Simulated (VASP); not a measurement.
Here is a VASP 6.6.1 calculation.

INCAR

```
SYSTEM = AlGaAs2
PREC = Accurate ; ENCUT = 520
EDIFF = 1E-6 ; ISMEAR = 0
SIGMA = 0.1 ; LREAL = .FALSE.
LASPH = .TRUE. ; NELM = 100
ALGO = Normal ; ISIF = 2
LWAVE = .FALSE. ; LCHARG = .TRUE.
GGA = CA ; LELF = .TRUE.
LVHAR = .TRUE. ; NBANDS = 21
```

The input KPOINTS:

```
Automatic mesh
0
G
  6 6 4
  0 0 0
```

Contents of POSCAR:

```
AlGaAs2
1.0
    3.9760117340      0.0000000000      0.0000000000
    0.0000000000      3.9760117340      0.0000000000
    0.0000000000      0.0000000000      5.6006318037
Al Ga As
1 1 2
Direct
    0.5000000000      0.5000000000      0.5000000000
    0.0000000000      0.0000000000      0.0000000000
    0.5000000000      0.0000000000      0.7501849741
    0.0000000000      0.5000000000      0.2498150259
```

Potentials or basis: VASP PAW LDA potentials, release 64 (Al, Ga_d, As).

The run is started by

```bash
$ cat potpaw_LDA.64/Al/POTCAR potpaw_LDA.64/Ga_d/POTCAR potpaw_LDA.64/As/POTCAR > POTCAR
$ mpirun -np 1 vasp_std > vasp.out
```

(1) Predict the band gap on the k mesh.

(2) What does it give for the pressure?

Results:

(1) 1.04 eV, indirect (least direct gap 1.09 eV).

(2) 0.4 GPa.
